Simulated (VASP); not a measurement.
Write the native input for VASP 6.6.1 that does the following.

```
Task                   : relaxation of cell and atoms
Functional             : PBE
Potentials or basis    : VASP PAW PBE potentials, release 64 (Ti_sv, C)
Cutoff                 : 600 eV
k mesh                 : 6 × 6 × 4
Occupations            : gaussian, width 0.1 eV
Spin                   : no spin polarisation
Dipole correction      : no
Further INCAR settings : ALGO = Normal; EDIFF = 1e-07; IBRION = 2; EDIFFG = -0.04; NSW = 90; ISIF = 3
```

The structure of Ti5C lies in POSCAR:

```
Ti5C
1.0
    4.1199381100      0.0000000000      0.0000000000
   -2.0599690600      3.5679710700      0.0000000000
    0.0000000000      0.0000000000      6.2710490600
Ti C
5 1
Direct
    0.3333333300      0.6666666700      0.7382528200
    0.6666666700      0.3333333300      0.7382528200
    0.6666666700      0.3333333300      0.2617471800
    0.3333333300      0.6666666700      0.2617471800
    0.0000000000      0.0000000000      0.0000000000
    0.0000000000      0.0000000000      0.5000000000
```

The cell was built from a structure type or drawn by symmetry, and may not be a known phase.

These files were run (other wordings do the same):

INCAR

```
  PREC = Accurate
  ENCUT = 600
  EDIFF = 1E-7
  ISMEAR = 0
  SIGMA = 0.1
  LREAL = F
  LASPH = T
  NELM = 60
  ALGO = Normal
  ISIF = 3
  LWAVE = F
  LCHARG = F
  GGA = PE
  IBRION = 2
  NSW = 90
  EDIFFG = -0.04
```

KPOINTS

```
Automatic mesh
0
Gamma
  6 6 4
```

Potentials or basis: VASP PAW PBE potentials, release 64 (Ti_sv, C).

Launch:

```bash
$ cat potpaw_PBE.64/Ti_sv/POTCAR potpaw_PBE.64/C/POTCAR > POTCAR
$ mpirun -np 1 vasp_std > vasp.out
```

Results of the run:

```json
{
 "Relaxed volume": "14.52 Å³/atom",
 "Relaxed cell": "a = 4.537 Å, b = 4.537 Å, c = 4.888 Å, α = 90.00°, β = 90.00°, γ = 120.00°",
 "Space group after relaxing (to 0.1 Å)": "P6/mmm (No. 191)",
 "Energy gained by relaxing": "286.7 meV/atom",
 "Ionic steps": "13",
 "Pressure after relaxing": "-0.1 GPa",
 "Largest force after relaxing": "0.024 eV/Å",
 "Band gap on the k mesh": "zero (bands 32 and 33 overlap by 0.73 eV)"
}
```

Caveat: a cell axis changed by over 15 % at a fixed basis, so the end point is rough.

Wall time 11 min on 1 thread of Intel(R) Xeon(R) 6975P-C (Granite Rapids), on a shared host, peak memory 0.28 GiB.
